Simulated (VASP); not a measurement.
# MgO in VASP: further runs

The runs below take MgO through single point, with PBEsol.

Program: VASP 6.6.1. These are calculated values, not measurements. Logs are shortened: lines on timing, memory, paths and dates and some standing lists are left out, and cuts for length are marked.

### Step 1. The cell of the first run

The cell holds a wire or tube with vacuum around it, 16 atoms: a = 15.300 Å, b = 13.500 Å, c = 3.895 Å, α = 90.00°, β = 90.00°, γ = 90.00°.

### Step 2. Single point, PBEsol

The input, INCAR:

```
SYSTEM = MgO
ALGO = Normal ; EDIFF = 1E-6
ENCUT = 520 ; GGA = PS
ISIF = 2 ; ISMEAR = 0
LASPH = .True. ; LCHARG = .False.
LREAL = Auto ; LWAVE = .False.
NBANDS = 46 ; NELM = 100
PREC = Accurate ; SIGMA = 0.05
```

The input, KPOINTS:

```
k-points
0
Gamma
  1 1 8
  0 0 0
```

The input, POSCAR:

```
MgO
1.0
   15.3000000000      0.0000000000      0.0000000000
    0.0000000000     13.5000000000      0.0000000000
    0.0000000000      0.0000000000      3.8952220984
Mg O
8 8
Direct
    0.2274017338      0.5000000000      0.0000000000
    0.6437854538      0.5000000000      0.0000000000
    0.5632830675      0.3775621385      0.5000000000
    0.5632830675      0.6224378615      0.5000000000
    0.3562145462      0.5000000000      0.5000000000
    0.7725982662      0.5000000000      0.5000000000
    0.4367169325      0.3775621385      0.0000000000
    0.4367169325      0.6224378615      0.0000000000
    0.3584423964      0.5000000000      0.0000000000
    0.7775020816      0.5000000000      0.0000000000
    0.4317817673      0.3723790860      0.5000000000
    0.4317817673      0.6276209140      0.5000000000
    0.2224979184      0.5000000000      0.5000000000
    0.6415576036      0.5000000000      0.5000000000
    0.5682182327      0.3723790860      0.0000000000
    0.5682182327      0.6276209140      0.0000000000
```

Potentials or basis: VASP PAW PBE potentials, release 64 (Mg, O).

Launch:

```bash
> cat potpaw_PBE.64/Mg/POTCAR potpaw_PBE.64/O/POTCAR > POTCAR
> mpirun -np 1 vasp_std > vasp.out
```

OUTCAR:

```text
SYSTEM = MgO
   EDIFF = 1E-6
   ENCUT = 520
   GGA = PS
   ISIF = 2
   ISMEAR = 0
   LASPH = .True.
   LREAL = Auto
   NELM = 100
   PREC = Accurate

 ion  position               nearest neighbor table
   1  0.227  0.500  0.000-  13 1.95  13 1.95   9 2.00   5 2.77   5 2.77   7 3.60   8 3.60
   2  0.644  0.500  0.000-  14 1.95  14 1.95  10 2.05  16 2.07  15 2.07   6 2.77   6 2.77   3 2.84
                             4 2.84   4 2.84   3 2.84   7 3.57   8 3.57
   3  0.563  0.378  0.500-  15 1.95  15 1.95  11 2.01  14 2.04   7 2.75   7 2.75   2 2.84   2 2.84
                             4 3.31   5 3.57   6 3.60
   4  0.563  0.622  0.500-  16 1.95  16 1.95  12 2.01  14 2.04   8 2.75   8 2.75   2 2.84   2 2.84
                             3 3.31   5 3.57   6 3.60
   5  0.356  0.500  0.500-   9 1.95   9 1.95  13 2.05  11 2.07  12 2.07   1 2.77   1 2.77   7 2.84
                             7 2.84   8 2.84   8 2.84   3 3.57   4 3.57
   6  0.773  0.500  0.500-  10 1.95  10 1.95  14 2.00   2 2.77   2 2.77   3 3.60   4 3.60
   7  0.437  0.378  0.000-  11 1.95  11 1.95  15 2.01   9 2.04   3 2.75   3 2.75   5 2.84   5 2.84
                             8 3.31   2 3.57   1 3.60
   8  0.437  0.622  0.000-  12 1.95  12 1.95  16 2.01   9 2.04   4 2.75   4 2.75   5 2.84   5 2.84
                             7 3.31   2 3.57   1 3.60
   9  0.358  0.500  0.000-   5 1.95   5 1.95   1 2.00   8 2.04   7 2.04
  10  0.778  0.500  0.000-   6 1.95   6 1.95   2 2.05
  11  0.432  0.372  0.500-   7 1.95   7 1.95   3 2.01   5 2.07
  12  0.432  0.628  0.500-   8 1.95   8 1.95   4 2.01   5 2.07
  13  0.222  0.500  0.500-   1 1.95   1 1.95   5 2.05
  14  0.642  0.500  0.500-   2 1.95   2 1.95   6 2.00   3 2.04   4 2.04
  15  0.568  0.372  0.000-   3 1.95   3 1.95   7 2.01   2 2.07
  16  0.568  0.628  0.000-   4 1.95   4 1.95   8 2.01   2 2.07

  LATTYP: Found a simple orthorhombic cell.
 ALAT       =     3.8952220984
 B/A-ratio  =     3.4657844043
 C/A-ratio  =     3.9278889916

  Lattice vectors:

 A1 = (   0.0000000000,   0.0000000000,  -3.8952220984)
 A2 = (   0.0000000000,  13.5000000000,   0.0000000000)
 A3 = (  15.3000000000,   0.0000000000,   0.0000000000)

Analysis of symmetry for initial positions (statically):
=====================================================================
 Subroutine PRICEL returns:
 Original cell was already a primitive cell.

 Routine SETGRP: Setting up the symmetry group for a
 simple orthorhombic supercell.

 Subroutine GETGRP returns: Found  8 space group operations
 (whereof  4 operations were pure point group operations)
 out of a pool of  8 trial point group operations.

The static configuration has the point symmetry C_2v.
 The point group associated with its full space group is D_2h.

Analysis of symmetry for dynamics (positions and initial velocities):
=====================================================================
 Subroutine PRICEL returns:
 Original cell was already a primitive cell.

 Routine SETGRP: Setting up the symmetry group for a
 simple orthorhombic supercell.

 Subroutine GETGRP returns: Found  8 space group operations
 (whereof  4 operations were pure point group operations)
 out of a pool of  8 trial point group operations.

The dynamic configuration has the point symmetry C_2v.
 The point group associated with its full space group is D_2h.

 Subroutine INISYM returns: Found  8 space group operations
 (whereof  4 operations are pure point group operations),
 and found     1 'primitive' translations

----------------------------------------------------------------------------------------

                                     Primitive cell

  volume of cell :     804.5581

  direct lattice vectors                    reciprocal lattice vectors
    15.300000000  0.000000000  0.000000000     0.065359477  0.000000000  0.000000000
     0.000000000 13.500000000  0.000000000     0.000000000  0.074074074  0.000000000
     0.000000000  0.000000000  3.895222098     0.000000000  0.000000000  0.256724771

  length of vectors
    15.300000000 13.500000000  3.895222098     0.065359477  0.074074074  0.256724771

  position of ions in fractional coordinates (direct lattice)
     0.227401734  0.500000000  0.000000000
     0.643785454  0.500000000  0.000000000
     0.563283068  0.377562138  0.500000000
     0.563283068  0.622437862  0.500000000
     0.356214546  0.500000000  0.500000000
     0.772598266  0.500000000  0.500000000
[... 8 lines left out ...]
     0.568218233  0.372379086  0.000000000
     0.568218233  0.627620914  0.000000000

  ion indices of the primitive-cell ions
   primitive index   ion index
                 1           1
                 2           2
                 3           3
                 4           4
                 5           5
                 6           6
[... 8 lines left out ...]
                15          15
                16          16

----------------------------------------------------------------------------------------

 KPOINTS: k-points

Automatic generation of k-mesh.
 Grid dimensions read from file:
 generate k-points for:    1    1    8

 Generating k-lattice:

  Cartesian coordinates                     Fractional coordinates (reciprocal lattice)
     0.065359477  0.000000000  0.000000000     1.000000000  0.000000000  0.000000000
     0.000000000  0.074074074  0.000000000     0.000000000  1.000000000  0.000000000
     0.000000000  0.000000000  0.032090596     0.000000000  0.000000000  0.125000000

  Length of vectors
     0.065359477  0.074074074  0.032090596

  Shift w.r.t. Gamma in fractional coordinates (k-lattice)
     0.000000000  0.000000000  0.000000000

 Subroutine IBZKPT returns following result:
 ===========================================

 Found      5 irreducible k-points:

 Following reciprocal coordinates:
            Coordinates               Weight
  0.000000  0.000000  0.000000      1.000000
  0.000000  0.000000  0.125000      2.000000
  0.000000  0.000000  0.250000      2.000000
  0.000000  0.000000  0.375000      2.000000
  0.000000  0.000000  0.500000      1.000000
   k-points           NKPTS =      5   k-points in BZ     NKDIM =      5   number of bands    NBANDS=     46
   number of dos      NEDOS =    301   number of ions     NIONS =     16
   total plane-waves  NPLWV = 360000
   dimension x,y,z NGX =   120 NGY =  100 NGZ =   30
   dimension x,y,z NGXF=   240 NGYF=  200 NGZF=   60
   ions per type =               8   8
   NGX,Y,Z   is equivalent  to a cutoff of  13.04, 12.31, 12.80 a.u.
   NGXF,Y,Z  is equivalent  to a cutoff of  26.08, 24.63, 25.61 a.u.
 SYSTEM =  MgO
   PREC   = accura    normal or accurate (medium, high low for compatibility)
   ISTART =      0    job   : 0-new  1-cont  2-samecut
   ICHARG =      2    charge: 1-file 2-atom 10-const
   ISPIN  =      1    spin polarized calculation?
   LNONCOLLINEAR =      F non collinear calculations
   LSORBIT =      F    spin-orbit coupling
   LASPH  =      T    aspherical Exc in radial PAW
   ENCUT  =  520.0 eV  38.22 Ry    6.18 a.u.  28.45 25.10  7.24*2*pi/ulx,y,z
   NELM   =    100;   NELMIN=  2; NELMDL= -5     # of ELM steps
   EDIFF  = 0.1E-05   stopping-criterion for ELM
   LREAL  =      T    real-space projection
   EDIFFG = 0.1E-04   stopping-criterion for IOM
   NSW    =      0    number of steps for IOM
   IBRION =     -1    ionic relax: 0-MD 1-quasi-New 2-CG
   NFREE  =      0    steps in history (QN), initial steepest desc. (CG)
   ISIF   =      2    stress and relaxation
   ISYM   =      2    0-nonsym 1-usesym 2-fastsym
   POTIM  = 0.5000    time-step for ionic-motion
   TEBEG  =    0.0;   TEEND  =   0.0 temperature during run
   PSTRESS=    0.0 pullay stress
   NELECT =      64.0000    total number of electrons
   NUPDOWN=      -1.0000    fix difference up-down
   EMIN   =  10.00;   EMAX   =-10.00  energy-range for DOS
   EFERMI =   0.00;   METHOD = LEGACY
   ISMEAR =     0;   SIGMA  =   0.05  broadening in eV -4-tet -1-fermi 0-gaus
   EFERMI_NEDOS =   21; number of points for ismear=-14 and -15
   IALGO  =     38    algorithm
   IMIX   =      4    mixing-type and parameters
     AMIX     =   0.40;   BMIX     =  1.00
     AMIX_MAG =   1.60;   BMIX_MAG =  1.00
  volume/ion in A,a.u.               =      50.28       339.34
  Fermi-wavevector in a.u.,A,eV,Ry     =   0.704070  1.330499  6.744601  0.495714
  Thomas-Fermi vector in A             =   1.789212
   LORBIT       =      0    0 simple, 1 ext, 2 COOP (PROOUT), +10 PAW based schemes
   GGA     = PS    functional components
   LHFCALC =     F    Hartree Fock is set to
   AEXX    =    0.0000 exact exchange contribution
   IVDW    =     0    specifies the selected vdW correction
   LEPSILON=     F    determine dielectric tensor
   LRPA    =     F    only Hartree local field effects (RPA)
 non-spin polarized calculation
 Gauss-broadening in eV      SIGMA  =   0.05
  energy-cutoff  :      520.00
  volume of cell :      804.56
 maximum number of plane-waves:     21678
 NGX is ok and might be reduce to   120
   NGX = 57   NGY = 51   NGZ = 15

 number of electron      64.0000014 magnetization

 Free energy of the ion-electron system (eV)
  ---------------------------------------------------
  ext. energy  EPLUGINS =         0.00000000
  ---------------------------------------------------
  free energy    TOTEN  =       -91.27463456 eV

  energy without entropy =      -91.27463456  energy(sigma->0) =      -91.27463456

 E-fermi :  -3.5285     XC(G=0):  -3.1712

 val. band max:       -3.8100906694   @ k =   0.0000   0.0000   0.3750
 cond. band min:      -0.6655310813   @ k =   0.0000   0.0000   0.0000
 fundamental gap:      3.1445595881
 Fermi energy:        -3.5284681254

 k-point     1 :       0.0000    0.0000    0.0000
  band No.  band energies     occupation
      1     -20.3535      2.00000
      2     -20.2356      2.00000
      3     -19.4783      2.00000
      4     -19.3357      2.00000
      5     -18.9166      2.00000
      6     -18.8712      2.00000
[... 36 lines left out ...]
     43       2.6634      0.00000
     44       3.0076      0.00000

 k-point     2 :       0.0000    0.0000    0.1250
  band No.  band energies     occupation
      1     -20.3084      2.00000
      2     -20.2008      2.00000
      3     -19.4404      2.00000
      4     -19.3216      2.00000
      5     -18.9186      2.00000
      6     -18.8880      2.00000
[... 36 lines left out ...]
     43       2.7621      0.00000
     44       3.0855      0.00000

 k-point     3 :       0.0000    0.0000    0.2500
  band No.  band energies     occupation
      1     -20.1905      2.00000
      2     -20.1122      2.00000
      3     -19.3381      2.00000
      4     -19.2868      2.00000
      5     -18.9475      2.00000
      6     -18.9334      2.00000
[... 36 lines left out ...]
     43       3.0939      0.00000
     44       3.2884      0.00000

 k-point     4 :       0.0000    0.0000    0.3750
  band No.  band energies     occupation
      1     -20.0541      2.00000
      2     -20.0161      2.00000
      3     -19.2388      2.00000
      4     -19.2025      2.00000
      5     -19.0506      2.00000
      6     -18.9805      2.00000
[... 36 lines left out ...]
     43       3.4575      0.00000
     44       3.5572      0.00000

 k-point     5 :       0.0000    0.0000    0.5000
  band No.  band energies     occupation
      1     -19.9816      2.00000
      2     -19.9816      2.00000
      3     -19.1621      2.00000
      4     -19.1621      2.00000
      5     -19.0730      2.00000
      6     -19.0730      2.00000
[... 36 lines left out ...]
     43       3.3170      0.00000
     44       3.3170      0.00000
 [bands above 44 left out]

------------------------ aborting loop because EDIFF is reached ----------------------------------------

  FORCE on cell =-STRESS in cart. coord.  units (eV):
  Direction    XX          YY          ZZ          XY          YZ          ZX
  --------------------------------------------------------------------------------------
  -------------------------------------------------------------------------------------
  Total       -0.2462948     -0.2749995     -0.3444871      0.0000000      0.0000000      0.0000000
  in kB       -0.4904655     -0.5476273     -0.6860032      0.0000000      0.0000000      0.0000000
  external PRESSURE =      -0.5746987 kB  Pullay stress =       0.0000000 kB

 VOLUME and BASIS-vectors are now :
 -----------------------------------------------------------------------------
  energy-cutoff  :      520.00
  volume of cell :      804.56
      direct lattice vectors                 reciprocal lattice vectors
    15.300000000  0.000000000  0.000000000     0.065359477  0.000000000  0.000000000
     0.000000000 13.500000000  0.000000000     0.000000000  0.074074074  0.000000000
     0.000000000  0.000000000  3.895222098     0.000000000  0.000000000  0.256724771

 POSITION                                       TOTAL-FORCE (eV/Angst)
 -----------------------------------------------------------------------------------
      3.47925      6.75000      0.00000         0.010468      0.000000      0.000000
      9.84992      6.75000      0.00000        -0.004980      0.000000      0.000000
      8.61823      5.09709      1.94761        -0.002742      0.014508      0.000000
      8.61823      8.40291      1.94761        -0.002742     -0.014508     -0.000000
      5.45008      6.75000      1.94761         0.004980      0.000000      0.000000
     11.82075      6.75000      1.94761        -0.010468      0.000000      0.000000
[... 8 lines left out ...]
      8.69374      5.02712      0.00000         0.004942     -0.001494      0.000000
      8.69374      8.47288      0.00000         0.004942      0.001494      0.000000
 -----------------------------------------------------------------------------------
    total drift:                                0.000000     -0.000000     -0.000000

  FREE ENERGIE OF THE ION-ELECTRON SYSTEM (eV)
  ---------------------------------------------------
  free  energy   TOTEN  =       -91.2746345569 eV

  energy  without entropy=      -91.2746345569  energy(sigma->0) =      -91.27463456
```

Run time: 5.3 min. Hardware: 1 thread of Intel Xeon Platinum 8559C (Emerald Rapids), shared host; peak memory 0.71 GiB.

What came out:

```yaml
Free_energy: -91.2746 eV
Largest_force: 0.015 eV/Å
Band_gap_on_the_k_mesh: 3.14 eV (least direct gap 3.15 eV)
```

Forces in eV/Å, atoms in the order of the input:
```
Mg   0.010  0.000  0.000
Mg  -0.005  0.000  0.000
Mg  -0.003  0.015  0.000
Mg  -0.003 -0.015  0.000
Mg   0.005  0.000  0.000
Mg  -0.010  0.000  0.000
Mg   0.003  0.015  0.000
Mg   0.003 -0.015  0.000
O   -0.002  0.000  0.000
O    0.009  0.000  0.000
O   -0.005 -0.001  0.000
O   -0.005  0.001  0.000
O   -0.009  0.000  0.000
O    0.002  0.000  0.000
O    0.005 -0.001  0.000
O    0.005  0.001  0.000
```

Levels at points of the mesh, in eV from the valence-band top:
```tsv
k point	band 28	band 29	band 30	band 31	band 32	band 33	band 34	band 35	band 36	band 37
(0.00, 0.00, 0.00)	-0.29	-0.14	-0.14	-0.13	-0.01	3.14	3.84	4.33	4.56	5.21
(0.00, 0.00, 0.50)	-0.42	-0.06	-0.06	-0.01	-0.01	5.55	5.55	5.87	5.87	6.28
```

Caveat: the PAW data sets were made with another functional, which shifts forces and pressure a little.

(Part 1 of 3 ends here.)
